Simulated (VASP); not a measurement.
Set up this calculation in VASP 6.6.1, as the native input.

```
Task                   : relaxation of cell and atoms
Functional             : PBE
Potentials or basis    : VASP PAW PBE potentials, release 64 (Al)
Cutoff                 : 600 eV
k mesh                 : 20 × 20 × 20
Occupations            : fermi-dirac, width 0.08 eV
Spin                   : no spin polarisation
Target pressure        : 230 GPa
Dipole correction      : no
Further INCAR settings : ALGO = Normal; EDIFF = 1e-07; IBRION = 2; EDIFFG = -0.005; NSW = 32; ISIF = 3
```

The structure of Al lies in POSCAR:

```
Al
1.0
   -2.0093486146      2.0093486146      1.0640400715
    2.0093486146     -2.0093486146      1.0640400715
    2.0093486146      2.0093486146     -1.0640400715
Al
2
Direct
   -0.3750000000     -0.1250000000     -0.2500000000
    0.3750000000      0.1250000000      0.2500000000
```

One way to write it, as run:

INCAR

```
SYSTEM = Al
  ALGO = Normal
  EDIFF = 1E-7
  EDIFFG = -0.005
  ENCUT = 600
  GGA = PE
  IBRION = 2
  ISIF = 3
  ISMEAR = -1
  LASPH = .True.
  LCHARG = .False.
  LREAL = .False.
  LWAVE = .False.
  NELM = 80
  NSW = 32
  PREC = Accurate
  PSTRESS = 2300.0
  SIGMA = 0.08
```

KPOINTS

```
k-points
0
Gamma
  20 20 20
  0 0 0
```

Potentials or basis: VASP PAW PBE potentials, release 64 (Al).

Command:

```sh
$ cat potpaw_PBE.64/Al/POTCAR > POTCAR
$ mpirun -np 1 vasp_std > vasp.out
```

Results of the run:

```
Relaxed volume                                             : 8.61 Å³/atom
Relaxed cell                                               : a = 3.036 Å, b = 3.036 Å, c = 3.036 Å, α = 97.07°, β = 97.07°, γ = 138.94°
Space group after relaxing (to 0.1 Å)                      : I4_1/amd (No. 141)
Energy change on relaxing (the run minimises the enthalpy) : -26.1 meV/atom
Ionic steps                                                : 3
Pressure after relaxing                                    : 230.0 GPa
Band gap on the k mesh                                     : zero (bands 3 and 4 overlap by 10.87 eV)
```

Caveat: the cell is relaxed towards a set pressure, so the run minimises the enthalpy, not the energy.

It took 2.3 min on 1 thread of Intel Xeon 8259CL (shared host), peak memory 0.21 GiB.
